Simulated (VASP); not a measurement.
# Al14Cu in VASP: a series of runs

The runs below take Al14Cu through single point, with r2SCAN.

All numbers are computed with VASP 6.6.1; they aren't measurements. Logs are shortened: lines on timing, memory, paths and dates and some standing lists are left out, and cuts for length are marked.

**1. The cell of the first run**

The cell holds a slab with vacuum, 15 atoms: a = 4.888 Å, b = 4.888 Å, c = 21.217 Å, α = 90.00°, β = 90.00°, γ = 120.00°.

**2. Single point, r2SCAN**

The input, POSCAR:

```
Al14Cu
1.0
    4.2330229732      2.4439369531      0.0000000000
   -4.2330229732      2.4439369531      0.0000000000
    0.0000000000      0.0000000000     21.2166710154
Al Cu
14 1
Direct
    0.0004939553      0.0000000000      0.2824046508
    0.3333333333      0.6671606219      0.2824046508
    0.6661727114      0.3328393781      0.2824046508
    0.3333333333      1.0000000000      0.3925214369
    0.6666666667      0.6666666667      0.3925125562
    0.0000000000      0.3333333333      0.3925125562
    0.6667388506      1.0000000000      0.5006872023
   -0.0000721839      0.6665944828      0.5006872023
    0.3333333333      0.3334055172      0.5006872023
    0.0024655391      0.0000000000      0.6096543389
    0.3333333333      0.6691322058      0.6096543389
    0.6642011276      0.3308677942      0.6096543389
    0.6666666667      0.6666666667      0.7188332223
    0.0000000000      0.3333333333      0.7188332223
    0.3333333333      1.0000000000      0.7065343926
```

The input, INCAR.step1:

```
PREC = Accurate
ENCUT = 520
ISMEAR = 1
SIGMA = 0.1
LREAL = Auto
LASPH = True
NELM = 100
LDIPOL = True
IDIPOL = 3
DIPOL = 0.5 0.5 0.500
NBANDS = 40
GGA = PE
ALGO = Normal
EDIFF = 1E-4
LWAVE = True
LCHARG = False
```

The input, INCAR.step2:

```
PREC = Accurate
ENCUT = 520
EDIFF = 1E-7
ISMEAR = 1
SIGMA = 0.1
LREAL = Auto
LASPH = True
NELM = 100
ALGO = Normal
ISIF = 2
LWAVE = False
LCHARG = False
LDIPOL = True
IDIPOL = 3
DIPOL = 0.5 0.5 0.500
METAGGA = R2SCAN
LMIXTAU = True
NBANDS = 40
ISTART = 1
```

The input, KPOINTS:

```
regular mesh
0
Gamma
  9 9 1
```

Potentials or basis: VASP PAW PBE potentials, release 64 (Al, Cu).

Run with:

```bash
cat potpaw_PBE.64/Al/POTCAR potpaw_PBE.64/Cu/POTCAR > POTCAR
cp INCAR.step1 INCAR
mpirun -np 1 vasp_std > vasp.out
cp INCAR.step2 INCAR
mpirun -np 1 vasp_std > vasp.out
```

OUTCAR:

```text
PREC = Accurate
   ENCUT = 520
   EDIFF = 1E-7
   ISMEAR = 1
   LREAL = Auto
   LASPH = True
   NELM = 100
   ISIF = 2
   METAGGA = R2SCAN
   ISTART = 1

 ion  position               nearest neighbor table
   1  0.000  0.000  0.282-   2 2.82   3 2.82   2 2.82   3 2.82   3 2.82   2 2.82   4 2.85   6 2.85
                             5 2.85
   2  0.333  0.667  0.282-   1 2.82   3 2.82   3 2.82   3 2.82   1 2.82   1 2.82   4 2.85   6 2.85
                             5 2.85
   3  0.666  0.333  0.282-   1 2.82   2 2.82   2 2.82   2 2.82   1 2.82   1 2.82   4 2.85   5 2.85
                             6 2.85
   4  0.333  0.000  0.393-   9 2.81   8 2.81   7 2.81   6 2.82   5 2.82   5 2.82   6 2.82   6 2.82
                             5 2.82   1 2.85   2 2.85   3 2.85
   5  0.667  0.667  0.393-   8 2.81   7 2.81   9 2.81   6 2.82   6 2.82   6 2.82   4 2.82   4 2.82
                             4 2.82   3 2.85   1 2.85   2 2.85
   6  0.000  0.333  0.393-   9 2.81   7 2.81   8 2.81   5 2.82   5 2.82   5 2.82   4 2.82   4 2.82
                             4 2.82   1 2.85   2 2.85   3 2.85
   7  0.667  0.000  0.501-   5 2.81   6 2.81   4 2.81   8 2.82   9 2.82   8 2.82   9 2.82   9 2.82
                             8 2.82  12 2.83  11 2.83  10 2.84
   8  1.000  0.667  0.501-   5 2.81   6 2.81   4 2.81   7 2.82   9 2.82   9 2.82   7 2.82   9 2.82
                             7 2.82  10 2.83  11 2.83  12 2.84
   9  0.333  0.333  0.501-   6 2.81   5 2.81   4 2.81   7 2.82   8 2.82   8 2.82   7 2.82   8 2.82
                             7 2.82  10 2.83  12 2.83  11 2.84
  10  0.002  0.000  0.610-  15 2.62  11 2.80  12 2.80   8 2.83   9 2.83  12 2.83  12 2.83  11 2.83
                            11 2.83   7 2.84  14 2.84  13 2.84
  11  0.333  0.669  0.610-  15 2.62  10 2.80  12 2.80   8 2.83   7 2.83  12 2.83  10 2.83  10 2.83
                            12 2.83   9 2.84  14 2.84  13 2.84
  12  0.664  0.331  0.610-  15 2.62  11 2.80  10 2.80   7 2.83   9 2.83  10 2.83  11 2.83  10 2.83
                            11 2.83   8 2.84  14 2.84  13 2.84
  13  0.667  0.667  0.719-  14 2.82  14 2.82  14 2.82  15 2.83  15 2.83  15 2.83  10 2.84  11 2.84
                            12 2.84
  14  0.000  0.333  0.719-  13 2.82  13 2.82  13 2.82  15 2.83  15 2.83  15 2.83  10 2.84  12 2.84
                            11 2.84
  15  0.333  0.000  0.707-  10 2.62  11 2.62  12 2.62  14 2.83  13 2.83  13 2.83  14 2.83  14 2.83
                            13 2.83

  LATTYP: Found a hexagonal cell.
 ALAT       =     4.8878739061
 C/A-ratio  =     4.3406747847

  Lattice vectors:

 A1 = (   4.2330229732,   2.4439369531,   0.0000000000)
 A2 = (  -4.2330229732,   2.4439369531,   0.0000000000)
 A3 = (   0.0000000000,   0.0000000000,  21.2166710154)

Analysis of symmetry for initial positions (statically):
=====================================================================
 Subroutine PRICEL returns:
 Original cell was already a primitive cell.

 Routine SETGRP: Setting up the symmetry group for a
 hexagonal supercell.

 Subroutine GETGRP returns: Found  6 space group operations
 (whereof  2 operations were pure point group operations)
 out of a pool of 24 trial point group operations.

The static configuration has the point symmetry C_1h.
 The point group associated with its full space group is C_3v.

Analysis of symmetry for dynamics (positions and initial velocities):
=====================================================================
 Subroutine PRICEL returns:
 Original cell was already a primitive cell.

 Routine SETGRP: Setting up the symmetry group for a
 hexagonal supercell.

 Subroutine GETGRP returns: Found  6 space group operations
 (whereof  2 operations were pure point group operations)
 out of a pool of 24 trial point group operations.

The dynamic configuration has the point symmetry C_1h.
 The point group associated with its full space group is C_3v.

 Subroutine INISYM returns: Found  6 space group operations
 (whereof  2 operations are pure point group operations),
 and found     1 'primitive' translations

----------------------------------------------------------------------------------------

                                     Primitive cell

  volume of cell :     438.9832

  direct lattice vectors                    reciprocal lattice vectors
     4.233022973  2.443936953  0.000000000     0.118118896  0.204587929  0.000000000
    -4.233022973  2.443936953  0.000000000    -0.118118896  0.204587929  0.000000000
     0.000000000  0.000000000 21.216671015     0.000000000  0.000000000  0.047132748

  length of vectors
     4.887873906  4.887873906 21.216671015     0.236237792  0.236237792  0.047132748

  position of ions in fractional coordinates (direct lattice)
     0.000493955  0.000000000  0.282404651
     0.333333333  0.667160622  0.282404651
     0.666172711  0.332839378  0.282404651
     0.333333333  0.000000000  0.392521437
     0.666666667  0.666666667  0.392512556
     0.000000000  0.333333333  0.392512556
     0.666738851  0.000000000  0.500687202
     0.999927816  0.666594483  0.500687202
[... 35 lines left out ...]

  Cartesian coordinates                     Fractional coordinates (reciprocal lattice)
     0.013124322  0.022731992  0.000000000     0.111111111  0.000000000  0.000000000
    -0.013124322  0.022731992  0.000000000     0.000000000  0.111111111  0.000000000
     0.000000000  0.000000000  0.047132748     0.000000000  0.000000000  1.000000000

  Length of vectors
     0.026248644  0.026248644  0.047132748

  Shift w.r.t. Gamma in fractional coordinates (k-lattice)
     0.000000000  0.000000000  0.000000000

 Subroutine IBZKPT returns following result:
 ===========================================

 Found     12 irreducible k-points:

 Following reciprocal coordinates:
            Coordinates               Weight
  0.000000  0.000000  0.000000      1.000000
  0.111111  0.000000  0.000000      6.000000
  0.222222  0.000000  0.000000      6.000000
  0.333333  0.000000  0.000000      6.000000
  0.444444  0.000000  0.000000      6.000000
  0.111111  0.111111  0.000000      6.000000
  0.222222  0.111111  0.000000     12.000000
  0.333333  0.111111  0.000000     12.000000
  0.444444  0.111111  0.000000      6.000000
  0.222222  0.222222  0.000000      6.000000
  0.333333  0.222222  0.000000     12.000000
  0.333333  0.333333  0.000000      2.000000
   k-points           NKPTS =     12   k-points in BZ     NKDIM =     12   number of bands    NBANDS=     40
   number of dos      NEDOS =    301   number of ions     NIONS =     15
   total plane-waves  NPLWV = 207360
   dimension x,y,z NGX =    36 NGY =   36 NGZ =  160
   dimension x,y,z NGXF=    72 NGYF=   72 NGZF=  320
   ions per type =              14   1
   NGX,Y,Z   is equivalent  to a cutoff of  12.24, 12.24, 12.54 a.u.
   NGXF,Y,Z  is equivalent  to a cutoff of  24.49, 24.49, 25.07 a.u.
 SYSTEM =  unknown system
   PREC   = accura    normal or accurate (medium, high low for compatibility)
   ISTART =      1    job   : 0-new  1-cont  2-samecut
   ICHARG =      0    charge: 1-file 2-atom 10-const
   ISPIN  =      1    spin polarized calculation?
   LNONCOLLINEAR =      F non collinear calculations
   LSORBIT =      F    spin-orbit coupling
   LASPH  =      T    aspherical Exc in radial PAW
   ENCUT  =  520.0 eV  38.22 Ry    6.18 a.u.   9.09  9.09 39.45*2*pi/ulx,y,z
   NELM   =    100;   NELMIN=  2; NELMDL=  0     # of ELM steps
   EDIFF  = 0.1E-06   stopping-criterion for ELM
   LREAL  =      T    real-space projection
   EDIFFG = 0.1E-05   stopping-criterion for IOM
   NSW    =      0    number of steps for IOM
   IBRION =     -1    ionic relax: 0-MD 1-quasi-New 2-CG
   NFREE  =      0    steps in history (QN), initial steepest desc. (CG)
   ISIF   =      2    stress and relaxation
   ISYM   =      2    0-nonsym 1-usesym 2-fastsym
   POTIM  = 0.5000    time-step for ionic-motion
   TEBEG  =    0.0;   TEEND  =   0.0 temperature during run
   PSTRESS=    0.0 pullay stress
   NELECT =      53.0000    total number of electrons
   NUPDOWN=      -1.0000    fix difference up-down
   EMIN   =  10.00;   EMAX   =-10.00  energy-range for DOS
   EFERMI =   0.00;   METHOD = LEGACY
   ISMEAR =     1;   SIGMA  =   0.10  broadening in eV -4-tet -1-fermi 0-gaus
   EFERMI_NEDOS =   21; number of points for ismear=-14 and -15
   IALGO  =     38    algorithm
   IMIX   =      4    mixing-type and parameters
     AMIX     =   0.40;   BMIX     =  1.00
     AMIX_MAG =   1.60;   BMIX_MAG =  1.00
  volume/ion in A,a.u.               =      29.27       197.49
  Fermi-wavevector in a.u.,A,eV,Ry     =   0.809129  1.529031  8.907584  0.654689
  Thomas-Fermi vector in A             =   1.918062
   LORBIT       =      0    0 simple, 1 ext, 2 COOP (PROOUT), +10 PAW based schemes
   METAGGA = R2SCAN    functional components
   LHFCALC =     F    Hartree Fock is set to
   AEXX    =    0.0000 exact exchange contribution
   IVDW    =     0    specifies the selected vdW correction
   LEPSILON=     F    determine dielectric tensor
   LRPA    =     F    only Hartree local field effects (RPA)
 non-spin polarized calculation
 Methfessel and Paxton  Order N= 1 SIGMA  =   0.10
  energy-cutoff  :      520.00
  volume of cell :      438.98
 maximum number of plane-waves:     11871
   NGX = 19   NGY = 19   NGZ = 79

 dipolmoment           0.000000      0.000000     -0.208052 electrons x Angstroem

 number of electron      53.0000015 magnetization

 dipolmoment           0.000000      0.000000      0.003084 electrons x Angstroem

 Free energy of the ion-electron system (eV)
  ---------------------------------------------------
  ext. energy  EPLUGINS =         0.00000000
  ---------------------------------------------------
  free energy    TOTEN  =      -102.80562637 eV

  energy without entropy =     -102.80607568  energy(sigma->0) =     -102.80577614

 E-fermi :   2.6659     XC(G=0):  -6.8237

 val. band max:        2.6475413301   @ k =   0.3333   0.2222   0.0000
 cond. band min:       2.7002459956   @ k =   0.2222   0.2222   0.0000
 fundamental gap:      0.0527046655
 Fermi energy:         2.6658550570

 k-point     1 :       0.0000    0.0000    0.0000
  band No.  band energies     occupation
      1      -9.1785      2.00000
      2      -8.3326      2.00000
      3      -7.0445      2.00000
      4      -5.3853      2.00000
      5      -3.3081      2.00000
      6      -1.6159      2.00000
[... 481 lines left out ...]
     37       5.9860      0.00000
     38       5.9860      0.00000
 [bands above 38 left out]

------------------------ aborting loop because EDIFF is reached ----------------------------------------

 vacuum level on the upper side and lower side of the slab       (xc-potential included)        -0.151        -0.189

  FORCE on cell =-STRESS in cart. coord.  units (eV):
  Direction    XX          YY          ZZ          XY          YZ          ZX
  --------------------------------------------------------------------------------------
  -------------------------------------------------------------------------------------
  Total       -7.3100086     -7.3100086     -0.2393445      0.0000000      0.0000000      0.0000000
  in kB      -26.6796794    -26.6796794     -0.8735468      0.0000000      0.0000000      0.0000000
  external PRESSURE =     -18.0776352 kB  Pullay stress =       0.0000000 kB

 VOLUME and BASIS-vectors are now :
 -----------------------------------------------------------------------------
  energy-cutoff  :      520.00
  volume of cell :      438.98
      direct lattice vectors                 reciprocal lattice vectors
     4.233022973  2.443936953  0.000000000     0.118118896  0.204587929  0.000000000
    -4.233022973  2.443936953  0.000000000    -0.118118896  0.204587929  0.000000000
     0.000000000  0.000000000 21.216671015     0.000000000  0.000000000  0.047132748

 POSITION                                       TOTAL-FORCE (eV/Angst)
 -----------------------------------------------------------------------------------
      0.00209      0.00121      5.99169        -0.000901     -0.000520      0.008662
     -1.41310      2.44514      5.99169         0.000901     -0.000520      0.008662
      1.41101      2.44152      5.99169        -0.000000      0.001041      0.008662
      1.41101      0.81465      8.32800        -0.000000      0.000000      0.002120
      0.00000      3.25858      8.32781        -0.000000      0.000000     -0.000175
     -1.41101      0.81465      8.32781        -0.000000      0.000000     -0.000175
      2.82232      1.62947     10.62292        -0.000821     -0.000474      0.003311
      1.41101      4.07288     10.62292        -0.000000      0.000948      0.003311
     -0.00031      1.62947     10.62292         0.000821     -0.000474      0.003311
      0.01044      0.00603     12.93484        -0.006153     -0.003553     -0.006615
     -1.42144      2.44996     12.93484         0.006153     -0.003553     -0.006615
      1.41101      2.43189     12.93484        -0.000000      0.007105     -0.006615
      0.00000      3.25858     15.25125        -0.000000      0.000000     -0.007960
     -1.41101      0.81465     15.25125        -0.000000      0.000000     -0.007960
      1.41101      0.81465     14.99031        -0.000000      0.000000     -0.001920
 -----------------------------------------------------------------------------------
    total drift:                                0.000000      0.000051      0.008297

  FREE ENERGIE OF THE ION-ELECTRON SYSTEM (eV)
  ---------------------------------------------------
  free  energy   TOTEN  =      -102.8056263725 eV

  energy  without entropy=     -102.8060756831  energy(sigma->0) =     -102.80577614

 vacuum level on the upper side and lower side of the slab         6.681         6.630
```

Run time: 15 min. Hardware: 1 thread of Intel Xeon 6975P-C (Granite Rapids), shared host; peak memory 0.59 GiB.

Results:

| Property | Result |
| --- | --- |
| Free energy | -102.8056 eV |
| Largest force | 0.010 eV/Å |
| Band gap on the k mesh | zero (an odd number of electrons rules out a gap without spin polarisation) |

Forces in eV/Å, atoms in the order of the input:
```
Al  -0.001 -0.001  0.009
Al   0.001 -0.001  0.009
Al   0.000  0.001  0.009
Al   0.000  0.000  0.002
Al   0.000  0.000  0.000
Al   0.000  0.000  0.000
Al  -0.001  0.000  0.003
Al   0.000  0.001  0.003
Al   0.001  0.000  0.003
Al  -0.006 -0.004 -0.007
Al   0.006 -0.004 -0.007
Al   0.000  0.007 -0.007
Al   0.000  0.000 -0.008
Al   0.000  0.000 -0.008
Cu   0.000  0.000 -0.002
```

Caveat: the PAW data sets were made with another functional, which shifts forces and pressure a little.

**3. Single point, r2SCAN**

The input, POSCAR:

```
Al14Cu
1.0
    4.2330229732      2.4439369531      0.0000000000
   -4.2330229732      2.4439369531      0.0000000000
    0.0000000000      0.0000000000     21.2166710154
Al Cu
14 1
Direct
   -0.0012524316      0.0000000000      0.2810543377
    0.3333333333      0.6654142350      0.2810543377
    0.6679190983      0.3345857650      0.2810543377
    0.3333333333      1.0000000000      0.3926698162
    0.6666666667      0.6666666667      0.3922462690
    0.0000000000      0.3333333333      0.3922462690
    0.6669799978      1.0000000000      0.5009544778
   -0.0003133311      0.6663533356      0.5009544778
    0.3333333333      0.3336466644      0.5009544778
    0.0014414880      0.0000000000      0.6106246124
    0.3333333333      0.6681081547      0.6106246124
    0.6652251787      0.3318918453      0.6106246124
    0.6666666667      0.6666666667      0.7194285522
    0.0000000000      0.3333333333      0.7194285522
    0.3333333333      1.0000000000      0.7060662203
```

The input, INCAR.step1:

```
SYSTEM = Al14Cu
PREC = Accurate ; ENCUT = 520
ISMEAR = 1 ; SIGMA = 0.1
LREAL = Auto ; LASPH = .TRUE.
NELM = 100 ; LDIPOL = .TRUE.
IDIPOL = 3 ; DIPOL = 0.5 0.5 0.500
NBANDS = 40 ; GGA = PE
ALGO = Normal ; EDIFF = 1E-4
LWAVE = .TRUE. ; LCHARG = .FALSE.
```

The input, INCAR.step2:

```
SYSTEM = Al14Cu
PREC = Accurate ; ENCUT = 520
EDIFF = 1E-6 ; ISMEAR = 1
SIGMA = 0.1 ; LREAL = Auto
LASPH = .TRUE. ; NELM = 100
ALGO = Normal ; ISIF = 2
LWAVE = .FALSE. ; LCHARG = .FALSE.
LDIPOL = .TRUE. ; IDIPOL = 3
DIPOL = 0.5 0.5 0.500 ; METAGGA = R2SCAN
LMIXTAU = .TRUE. ; NBANDS = 40
ISTART = 1
```

The input, KPOINTS:

```
Automatic mesh
0
G
  6 6 1
  0 0 0
```

Potentials or basis: VASP PAW PBE potentials, release 64 (Al, Cu).

Run with:

```bash
cat potpaw_PBE.64/Al/POTCAR potpaw_PBE.64/Cu/POTCAR > POTCAR
cp INCAR.step1 INCAR
mpirun -np 1 vasp_std > vasp.out
cp INCAR.step2 INCAR
mpirun -np 1 vasp_std > vasp.out
```

Run time: 7 min. Hardware: 1 thread of Intel Xeon 6975P-C (Granite Rapids), shared host; peak memory 0.55 GiB.

Results (log left out):

```yaml
Free_energy: -102.8358 eV
Largest_force: 0.044 eV/Å
Band_gap_on_the_k_mesh: zero (an odd number of electrons rules out a gap without spin polarisation)
```

Forces in eV/Å, atoms in the order of the input:
```
Al  -0.009 -0.005 -0.005
Al   0.009 -0.005 -0.005
Al   0.000  0.010 -0.005
Al   0.000  0.000  0.001
Al   0.000  0.000  0.001
Al   0.000  0.000  0.001
Al   0.002  0.001  0.006
Al   0.000 -0.003  0.006
Al  -0.002  0.001  0.006
Al  -0.021 -0.012 -0.019
Al   0.021 -0.012 -0.019
Al   0.000  0.025 -0.019
Al   0.000  0.000  0.004
Al   0.000  0.000  0.004
Cu   0.000  0.000  0.044
```

Levels at points of the mesh, in eV from the Fermi level:
```
           k point  band 22  band 23  band 24  band 25  band 26  band 27  band 28  band 29  band 30  band 31
(0.00, 0.00, 0.00)    -1.92    -1.92    -1.61    -1.17    -1.01    -0.79    -0.79    -0.75    -0.75     0.43
(0.50, 0.00, 0.00)    -1.59    -1.48    -1.45    -0.78     0.77     0.80     0.83     1.14     2.52     2.67
```

Caveat: the PAW data sets were made with another functional, which shifts forces and pressure a little.
